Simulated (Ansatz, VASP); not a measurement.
# ZnS in VASP and in Ansatz

INCAR

```
ALGO = Normal ; EDIFF = 1E-6
ENCUT = 520 ; GGA = PE
ISIF = 2 ; ISMEAR = 0
LASPH = T ; LCHARG = T
LELF = T ; LREAL = F
LVHAR = T ; LWAVE = F
NBANDS = 46 ; NELM = 60
PREC = Accurate ; SIGMA = 0.05
```

KPOINTS

```
k-points
0
Gamma
  7 7 3
```

The input POSCAR:

```
ZnS
1.0
   -2.7046500000     -2.7046500000      0.0000000000
    2.7046500000     -2.7046500000      0.0000000000
    0.0000000000      0.0000000000     10.6686000000
Zn S
4 4
Direct
    0.0000000000      0.0000000000      0.9506812047
    0.5000000000      0.5000000000      0.1901362409
    0.0000000000      0.0000000000      0.4436512288
    0.5000000000      0.5000000000      0.6971662167
    0.5000000000      0.0000000000      0.3168937349
    0.0000000000      0.5000000000      0.5704087228
    0.5000000000      0.0000000000      0.8239237107
    0.0000000000      0.5000000000      0.0633787470
```

Input for Ansatz:

```yaml
crystal:
  lattice:
    - [-2.70465, -2.70465, 0.0]
    - [2.70465, -2.70465, 0.0]
    - [0.0, 0.0, 10.6686]
  atoms:
    - { symbol: Zn, position: [0.0, 0.0, 0.9506812047] }
    - { symbol: Zn, position: [0.5, 0.5, 0.1901362409] }
    - { symbol: Zn, position: [0.0, 0.0, 0.4436512288] }
    - { symbol: Zn, position: [0.5, 0.5, 0.6971662167] }
    - { symbol: S, position: [0.5, 0.0, 0.3168937349] }
    - { symbol: S, position: [0.0, 0.5, 0.5704087228] }
    - { symbol: S, position: [0.5, 0.0, 0.8239237107] }
    - { symbol: S, position: [0.0, 0.5, 0.063378747] }
basis:
  ecutwfc: 420
kpoints:
  mp_grid: { grid: [7, 7, 3] }
hamiltonian:
  xc: pbe
scf:
  occupations: { method: gaussian, width: 0.05 }
output:
  forces: true
  stress: true
  eigenvalues: true
```

Alike in both runs: task single point; functional PBE; k mesh 7 × 7 × 3; occupations gaussian, width 0.05 eV; no spin polarisation.

```csv
,VASP,Ansatz
version,VASP 6.6.1,Ansatz 0.2.0
potentials or method,"VASP PAW PBE potentials, release 64 (Zn, S), cutoff 520 eV","scalar-relativistic, plane waves, PAW"
valence electrons in the cell,72,72
```

```tsv
	VASP	Ansatz	Ansatz less VASP
gap on the k mesh at the Fermi level (eV)	2.12	2.12	-0.006
least direct gap on the mesh (eV)	2.12	2.12	-0.006
pressure (GPa)	2.7	2.6	-0.16
traceless stress, the component that is largest in VASP (GPa)	-0.59	-0.58	+0.007
rms of the force components (eV/Å)	0.223	0.221	-0.0018
```

Atom by atom the forces differ by 0.002 eV/Å (rms over components).
